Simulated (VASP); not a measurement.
The system is IrS.

```
Ir S
1.0
     0.00000    2.46052    2.46052
     2.46052    0.00000    2.46052
     2.46052    2.46052    0.00000
Ir S
1 1
Direct
  0.50000 0.50000 0.50000
  0.00000 0.00000 0.00000
```

Base run:

```yaml
Program: VASP 6.6.1
Functional: r2SCAN
Potentials_or_basis: VASP PAW PBE potentials, release 64 (Ir, S)
Cutoff: 520 eV
k_mesh: 12 × 12 × 12
Occupations: gaussian, width 0.05 eV
Spin: no spin polarisation
```

Its results: band gap on the k mesh zero (an odd number of electrons rules out a gap without spin polarisation); pressure 1.2 GPa.

**Question.** The run is repeated on the same cell with these changes: further incar settings from ALGO = Normal; EDIFF = 1e-06; NBANDS = 14 to ALGO = Normal; EDIFF = 1e-06; NBANDS = 14; ISYM = 0; dispersion from none to D4. What comes out?

**Answer.** Band gap on the k mesh zero (an odd number of electrons rules out a gap without spin polarisation); pressure -0.9 GPa.

Caveats: the PAW data sets were made with another functional, which shifts forces and pressure a little; spin-orbit coupling is left out, which moves the levels of the heavy elements.
